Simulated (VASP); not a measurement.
Here is a VASP 6.6.1 calculation.

Contents of INCAR:

```
PREC = Accurate
ENCUT = 520
EDIFF = 1E-6
ISMEAR = 0
SIGMA = 0.15
LREAL = F
LASPH = T
NELM = 80
ALGO = Fast
ISIF = 2
LWAVE = F
LCHARG = F
GGA = PS
NBANDS = 22
```

The input KPOINTS:

```
regular mesh
0
Gamma
  21 21 12
```

The input POSCAR:

```
Rh
1.0
    2.7587198603      0.0000000000      0.0000000000
   -1.3793599302      2.3891214810      0.0000000000
    0.0000000000      0.0000000000      4.4418706139
Rh
2
Direct
    0.6666666667      0.3333333333      0.7500000000
    0.3333333333      0.6666666667      0.2500000000
```

Potentials or basis: VASP PAW PBE potentials, release 64 (Rh_pv).

Run with:

```console
$ cat potpaw_PBE.64/Rh_pv/POTCAR > POTCAR
$ mpirun -np 1 vasp_std > vasp.out
```

(1) Estimate the pressure.

(2) Predict the band gap on the k mesh.

Answers

(1) -18.3 GPa.

(2) zero (band 15 reaches 11.30 eV, above the bottom of band 16 at 9.13 eV).

Caveat: the PAW data sets were made with another functional, which shifts forces and pressure a little.
